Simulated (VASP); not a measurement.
# TaN (Fm-3m) in VASP: a series of runs

Runs on TaN. Level: LDA. Tasks: single point, relaxation of cell and atoms.

Program: VASP 6.6.1. These are calculated values, not measurements. Logs are shortened: lines on timing, memory, paths and dates and some standing lists are left out, and cuts for length are marked.

## (1) The cell of the first run

The structure is cubic, space group Fm-3m (No. 225). Conventional cell: a = 4.348 Å, b = 4.348 Å, c = 4.348 Å, α = 90.00°, β = 90.00°, γ = 90.00°. Within 2.9 Å of Ta (site symmetry m-3m) lie 6 N at 2.17 Å. N (site symmetry m-3m) has 6 Ta at 2.17 Å within 2.9 Å.

## (2) Single point, LDA

The input, INCAR:

```
PREC = Accurate ; ENCUT = 520
EDIFF = 1E-7 ; ISMEAR = 0
SIGMA = 0.1 ; LREAL = F
LASPH = T ; NELM = 100
ALGO = Normal ; ISIF = 2
LWAVE = F ; LCHARG = F
GGA = CA ; NBANDS = 15
```

The input, KPOINTS:

```
Automatic mesh
0
Gamma
  16 16 16
```

The input, POSCAR:

```
TaN
1.0
    0.0000000000      2.1738356505      2.1738356505
    2.1738356505      0.0000000000      2.1738356505
    2.1738356505      2.1738356505      0.0000000000
Ta N
1 1
Direct
    0.5000000000      0.5000000000      0.5000000000
    0.0000000000      0.0000000000      0.0000000000
```

Potentials or basis: VASP PAW LDA potentials, release 64 (Ta_pv, N).

Started as:

```sh
cat potpaw_LDA.64/Ta_pv/POTCAR potpaw_LDA.64/N/POTCAR > POTCAR
mpirun -np 1 vasp_std > vasp.out
```

OUTCAR:

```text
PREC = Accurate
   ENCUT = 520
   EDIFF = 1E-7
   ISMEAR = 0
   LREAL = F
   LASPH = T
   NELM = 100
   ISIF = 2
   GGA = CA

 ion  position               nearest neighbor table
   1  0.500  0.500  0.500-   2 2.17   2 2.17   2 2.17   2 2.17   2 2.17   2 2.17
   2  0.000  0.000  0.000-   1 2.17   1 2.17   1 2.17   1 2.17   1 2.17   1 2.17

  LATTYP: Found a face centered cubic cell.
 ALAT       =     4.3476713010

  Lattice vectors:

 A1 = (   0.0000000000,   2.1738356505,   2.1738356505)
 A2 = (   2.1738356505,   0.0000000000,   2.1738356505)
 A3 = (   2.1738356505,   2.1738356505,   0.0000000000)

Analysis of symmetry for initial positions (statically):
=====================================================================
 Subroutine PRICEL returns:
 Original cell was already a primitive cell.

 Routine SETGRP: Setting up the symmetry group for a
 face centered cubic supercell.

 Subroutine GETGRP returns: Found 48 space group operations
 (whereof 48 operations were pure point group operations)
 out of a pool of 48 trial point group operations.

The static configuration has the point symmetry O_h .

Analysis of symmetry for dynamics (positions and initial velocities):
=====================================================================
 Subroutine PRICEL returns:
 Original cell was already a primitive cell.

 Routine SETGRP: Setting up the symmetry group for a
 face centered cubic supercell.

 Subroutine GETGRP returns: Found 48 space group operations
 (whereof 48 operations were pure point group operations)
 out of a pool of 48 trial point group operations.

The dynamic configuration has the point symmetry O_h .

 Subroutine INISYM returns: Found 48 space group operations
 (whereof 48 operations are pure point group operations),
 and found     1 'primitive' translations

----------------------------------------------------------------------------------------

                                     Primitive cell

  volume of cell :      20.5452

  direct lattice vectors                    reciprocal lattice vectors
     0.000000000  2.173835651  2.173835651    -0.230008188  0.230008188  0.230008188
     2.173835651  0.000000000  2.173835651     0.230008188 -0.230008188  0.230008188
     2.173835651  2.173835651  0.000000000     0.230008188  0.230008188 -0.230008188

  length of vectors
     3.074267859  3.074267859  3.074267859     0.398385869  0.398385869  0.398385869

  position of ions in fractional coordinates (direct lattice)
     0.500000000  0.500000000  0.500000000
     0.000000000  0.000000000  0.000000000

  ion indices of the primitive-cell ions
   primitive index   ion index
                 1           1
                 2           2

----------------------------------------------------------------------------------------

 KPOINTS: Automatic mesh

Automatic generation of k-mesh.
 Grid dimensions read from file:
 generate k-points for:   16   16   16

 Generating k-lattice:

  Cartesian coordinates                     Fractional coordinates (reciprocal lattice)
    -0.014375512  0.014375512  0.014375512     0.062500000  0.000000000  0.000000000
     0.014375512 -0.014375512  0.014375512     0.000000000  0.062500000  0.000000000
     0.014375512  0.014375512 -0.014375512     0.000000000  0.000000000  0.062500000

  Length of vectors
     0.024899117  0.024899117  0.024899117

  Shift w.r.t. Gamma in fractional coordinates (k-lattice)
     0.000000000  0.000000000  0.000000000

 Subroutine IBZKPT returns following result:
 ===========================================

 Found    145 irreducible k-points:

 Following reciprocal coordinates:
            Coordinates               Weight
  0.000000  0.000000  0.000000      1.000000
  0.062500  0.000000  0.000000      8.000000
  0.125000  0.000000  0.000000      8.000000
  0.187500  0.000000  0.000000      8.000000
  0.250000  0.000000  0.000000      8.000000
  0.312500  0.000000  0.000000      8.000000
[... 16 lines left out ...]
 -0.125000  0.062500  0.000000     24.000000
 -0.062500  0.062500  0.000000     12.000000
 [... further k-points ...]
   k-points           NKPTS =    145   k-points in BZ     NKDIM =    145   number of bands    NBANDS=     15
   number of dos      NEDOS =    301   number of ions     NIONS =      2
   total plane-waves  NPLWV =  13824
   dimension x,y,z NGX =    24 NGY =   24 NGZ =   24
   dimension x,y,z NGXF=    48 NGYF=   48 NGZF=   48
   ions per type =               1   1
   NGX,Y,Z   is equivalent  to a cutoff of  12.98, 12.98, 12.98 a.u.
   NGXF,Y,Z  is equivalent  to a cutoff of  25.96, 25.96, 25.96 a.u.
 SYSTEM =  unknown system
   PREC   = accura    normal or accurate (medium, high low for compatibility)
   ISTART =      0    job   : 0-new  1-cont  2-samecut
   ICHARG =      2    charge: 1-file 2-atom 10-const
   ISPIN  =      1    spin polarized calculation?
   LNONCOLLINEAR =      F non collinear calculations
   LSORBIT =      F    spin-orbit coupling
   LASPH  =      T    aspherical Exc in radial PAW
   ENCUT  =  520.0 eV  38.22 Ry    6.18 a.u.   5.72  5.72  5.72*2*pi/ulx,y,z
   NELM   =    100;   NELMIN=  2; NELMDL= -5     # of ELM steps
   EDIFF  = 0.1E-06   stopping-criterion for ELM
   LREAL  =      F    real-space projection
   EDIFFG = 0.1E-05   stopping-criterion for IOM
   NSW    =      0    number of steps for IOM
   IBRION =     -1    ionic relax: 0-MD 1-quasi-New 2-CG
   NFREE  =      0    steps in history (QN), initial steepest desc. (CG)
   ISIF   =      2    stress and relaxation
   ISYM   =      2    0-nonsym 1-usesym 2-fastsym
   POTIM  = 0.5000    time-step for ionic-motion
   TEBEG  =    0.0;   TEEND  =   0.0 temperature during run
   PSTRESS=    0.0 pullay stress
   NELECT =      16.0000    total number of electrons
   NUPDOWN=      -1.0000    fix difference up-down
   EMIN   =  10.00;   EMAX   =-10.00  energy-range for DOS
   EFERMI =   0.00;   METHOD = LEGACY
   ISMEAR =     0;   SIGMA  =   0.10  broadening in eV -4-tet -1-fermi 0-gaus
   EFERMI_NEDOS =   21; number of points for ismear=-14 and -15
   IALGO  =     38    algorithm
   IMIX   =      4    mixing-type and parameters
     AMIX     =   0.40;   BMIX     =  1.00
     AMIX_MAG =   1.60;   BMIX_MAG =  1.00
  volume/ion in A,a.u.               =      10.27        69.32
  Fermi-wavevector in a.u.,A,eV,Ry     =   1.506184  2.846276 30.866057  2.268591
  Thomas-Fermi vector in A             =   2.616935
   LORBIT       =      0    0 simple, 1 ext, 2 COOP (PROOUT), +10 PAW based schemes
   GGA     = CA    functional components
   LHFCALC =     F    Hartree Fock is set to
   AEXX    =    0.0000 exact exchange contribution
   IVDW    =     0    specifies the selected vdW correction
   LEPSILON=     F    determine dielectric tensor
   LRPA    =     F    only Hartree local field effects (RPA)
 non-spin polarized calculation
 Gauss-broadening in eV      SIGMA  =   0.10
  energy-cutoff  :      520.00
  volume of cell :       20.55
 maximum number of plane-waves:       568
   NGX = 11   NGY = 11   NGZ = 11

 number of electron      16.0000000 magnetization

 Free energy of the ion-electron system (eV)
  ---------------------------------------------------
  ext. energy  EPLUGINS =         0.00000000
  ---------------------------------------------------
  free energy    TOTEN  =       -24.14737472 eV

  energy without entropy =      -24.14186712  energy(sigma->0) =      -24.14462092

 E-fermi :   9.7895     XC(G=0): -13.8488

 val. band max:        9.7772911968   @ k =  -0.3125   0.3750   0.1875
 cond. band min:       9.7957833108   @ k =  -0.3125   0.3125   0.1250
 fundamental gap:      0.0184921140
 Fermi energy:         9.7895123033

 k-point     1 :       0.0000    0.0000    0.0000
  band No.  band energies     occupation
      1     -25.6960      2.00000
      2     -25.6960      2.00000
      3     -25.6960      2.00000
      4      -9.0920      2.00000
      5       5.9321      2.00000
      6       5.9321      2.00000
      7       5.9321      2.00000
      8       7.5684      2.00000
      9       7.5684      2.00000
     10       7.5684      2.00000
     11       9.8035      0.84327
     12       9.8035      0.84326
     13      11.8327      0.00000
     14      19.2956      0.00000
     15      21.2768      0.00000

 k-point     2 :       0.0625    0.0000    0.0000
  band No.  band energies     occupation
      1     -25.7373      2.00000
      2     -25.6996      2.00000
      3     -25.6996      2.00000
      4      -8.9880      2.00000
      5       5.4063      2.00000
      6       5.5634      2.00000
      7       5.5634      2.00000
      8       7.7356      2.00000
      9       7.7356      2.00000
     10       7.8209      2.00000
     11      10.2243      0.00000
     12      10.2243      0.00000
     13      12.1097      0.00000
     14      19.6037      0.00000
     15      21.2767      0.00000

 k-point     3 :       0.1250    0.0000    0.0000
  band No.  band energies     occupation
      1     -25.8530      2.00000
      2     -25.7100      2.00000
      3     -25.7100      2.00000
      4      -8.6877      2.00000
      5       4.3522      2.00000
      6       4.8138      2.00000
      7       4.8138      2.00000
      8       8.1191      2.00000
      9       8.1191      2.00000
     10       8.1942      2.00000
     11      11.2360      0.00000
     12      11.2360      0.00000
     13      12.8237      0.00000
     14      20.4596      0.00000
     15      21.2765      0.00000
[... 343 lines left out ...]
 k-point    23 :      -0.1250    0.0625    0.0000
  band No.  band energies     occupation
      1     -25.9199      2.00000
      2     -25.7464      2.00000
      3     -25.7047      2.00000
      4      -8.4723      2.00000
      5       3.6802      2.00000
      6       4.2299      2.00000
      7       4.7402      2.00000
      8       8.0591      2.00000
      9       8.3183      2.00000
     10       8.9228      2.00000
     11      10.9426      0.00000
     12      12.3905      0.00000
     13      13.4465      0.00000
     14      21.0630      0.00000
     15      21.2763      0.00000

 k-point    24 :      -0.0625    0.0625    0.0000
  band No.  band energies     occupation
      1     -25.7942      2.00000
      2     -25.7217      2.00000
      3     -25.6982      2.00000
      4      -8.8206      2.00000
      5       4.6921      2.00000
      6       4.9797      2.00000
      7       5.3464      2.00000
      8       7.7501      2.00000
      9       8.0004      2.00000
     10       8.3144      2.00000
     11      10.2830      0.00000
     12      11.1655      0.00000
     13      12.5898      0.00000
     14      20.0937      0.00000
     15      21.2766      0.00000

 [... further k-points ...]

------------------------ aborting loop because EDIFF is reached ----------------------------------------

  FORCE on cell =-STRESS in cart. coord.  units (eV):
  Direction    XX          YY          ZZ          XY          YZ          ZX
  --------------------------------------------------------------------------------------
  -------------------------------------------------------------------------------------
  Total        0.2910079      0.2910079      0.2910079      0.0000000     -0.0000000      0.0000000
  in kB       22.6936966     22.6936966     22.6936966      0.0000000     -0.0000000      0.0000000
  external PRESSURE =      22.6936966 kB  Pullay stress =       0.0000000 kB

 VOLUME and BASIS-vectors are now :
 -----------------------------------------------------------------------------
  energy-cutoff  :      520.00
  volume of cell :       20.55
      direct lattice vectors                 reciprocal lattice vectors
     0.000000000  2.173835651  2.173835651    -0.230008188  0.230008188  0.230008188
     2.173835651  0.000000000  2.173835651     0.230008188 -0.230008188  0.230008188
     2.173835651  2.173835651  0.000000000     0.230008188  0.230008188 -0.230008188

 POSITION                                       TOTAL-FORCE (eV/Angst)
 -----------------------------------------------------------------------------------
      2.17384      2.17384      2.17384         0.000000      0.000000      0.000000
      0.00000      0.00000      0.00000         0.000000      0.000000      0.000000
 -----------------------------------------------------------------------------------
    total drift:                                0.000000     -0.000000     -0.000000

  FREE ENERGIE OF THE ION-ELECTRON SYSTEM (eV)
  ---------------------------------------------------
  free  energy   TOTEN  =       -24.1473747194 eV

  energy  without entropy=      -24.1418671238  energy(sigma->0) =      -24.14462092
```

It took 12 s on 1 thread of Intel Xeon 6975P-C (Granite Rapids), shared host; peak memory 0.16 GiB.

Results:

| Property | Result |
| --- | --- |
| Free energy | -24.1474 eV |
| Pressure | 2.3 GPa |
| Band gap on the k mesh | zero (band 8 reaches 11.79 eV, above the bottom of band 9 at 7.57 eV) |

Caveat: spin-orbit coupling is left out, which moves the levels of the heavy elements.

## (3) Single point, LDA

The input, INCAR:

```
SYSTEM = TaN
ALGO = Normal ; EDIFF = 1E-7
ENCUT = 520 ; ISIF = 2
ISMEAR = 0 ; LASPH = .True.
LCHARG = .False. ; LREAL = .False.
LWAVE = .False. ; NBANDS = 15
NELM = 80 ; PREC = Accurate
SIGMA = 0.15
```

The input, KPOINTS:

```
k-points
0
Gamma
  18 18 18
  0 0 0
```

POSCAR is that of step 2.

Potentials or basis: VASP PAW LDA potentials, release 64 (Ta_pv, N).

Started as:

```sh
cat potpaw_LDA.64/Ta_pv/POTCAR potpaw_LDA.64/N/POTCAR > POTCAR
mpirun -np 1 vasp_std > vasp.out
```

Run time: 15 s. Hardware: 1 thread of Intel Xeon 6975P-C (Granite Rapids), shared host; peak memory 0.18 GiB.

The run converged. Its results:

| Property | Result |
| --- | --- |
| Free energy | -24.1536 eV |
| Pressure | 2.2 GPa |
| Band gap on the k mesh | zero (band 8 reaches 11.79 eV, above the bottom of band 9 at 7.57 eV) |

Levels at points of the mesh, in eV from the Fermi level:
```
           k point  band 5  band 6  band 7  band 8  band 9  band 10  band 11  band 12
(0.00, 0.00, 0.00)   -3.88   -3.88   -3.88   -2.24   -2.24    -2.24     0.00     0.00
(0.50, 0.00, 0.00)  -10.63   -7.83   -7.83    1.98    1.98     2.10     4.06     7.86
(0.50, 0.50, 0.00)   -6.61   -5.72   -4.65   -4.65    2.15     3.72     3.72     4.98
```

Caveat: spin-orbit coupling is left out, which moves the levels of the heavy elements.

[end of part 1 of 2]
